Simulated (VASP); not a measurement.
Write the native input for VASP 6.6.1 that does the following.

```
Task                   : relaxation of cell and atoms
Functional             : PBEsol
Potentials or basis    : VASP PAW PBE potentials, release 64 (Sr_sv, Ti_sv, O)
Cutoff                 : 600 eV
k mesh                 : 8 × 8 × 8
Occupations            : gaussian, width 0.02 eV
Spin                   : no spin polarisation
Dipole correction      : no
Further INCAR settings : ALGO = Normal; EDIFF = 1e-06; IBRION = 2; EDIFFG = -0.005; NSW = 70; ISIF = 3
```

The structure of SrTiO3 lies in POSCAR:

```
SrTiO3
1.0
    3.9364041186      0.0000000000      0.0000000000
    0.0000000000      3.9364041186      0.0000000000
    0.0000000000      0.0000000000      3.9364041186
Sr Ti O
1 1 3
Direct
    0.5000000000      0.5000000000      0.5000000000
    0.0000000000      0.0000000000      0.0000000000
    0.5000000000      0.0000000000      0.0000000000
    0.0000000000      0.5000000000      0.0000000000
    0.0000000000      0.0000000000      0.5000000000
```

These files were run (other wordings do the same):

INCAR

```
SYSTEM = SrTiO3
PREC = Accurate ; ENCUT = 600
EDIFF = 1E-6 ; ISMEAR = 0
SIGMA = 0.02 ; LREAL = .FALSE.
LASPH = .TRUE. ; NELM = 100
ALGO = Normal ; ISIF = 3
LWAVE = .FALSE. ; LCHARG = .FALSE.
GGA = PS ; IBRION = 2
NSW = 70 ; EDIFFG = -0.005
```

KPOINTS

```
regular mesh
0
G
  8 8 8
  0 0 0
```

Potentials or basis: VASP PAW PBE potentials, release 64 (Sr_sv, Ti_sv, O).

The run is started by

```bash
$ cat potpaw_PBE.64/Sr_sv/POTCAR potpaw_PBE.64/Ti_sv/POTCAR potpaw_PBE.64/O/POTCAR > POTCAR
$ mpirun -np 1 vasp_std > vasp.out
```

It gave:

| Property | Result |
| --- | --- |
| Relaxed volume | 11.82 Å³/atom |
| Relaxed cell | a = 3.895 Å, b = 3.895 Å, c = 3.895 Å, α = 90.00°, β = 90.00°, γ = 90.00° |
| Space group after relaxing (to 0.05 Å) | Pm-3m (No. 221) |
| Energy gained by relaxing | 6.8 meV/atom |
| Ionic steps | 3 |
| Pressure after relaxing | 0.0 GPa |
| Band gap on the k mesh | 1.82 eV, indirect (least direct gap 2.17 eV) |

Caveat: the PAW data sets were made with another functional, which shifts forces and pressure a little.

Wall time 61 s on 1 thread of Intel(R) Xeon(R) 6975P-C (Granite Rapids) (shared host), peak memory 0.23 GiB.
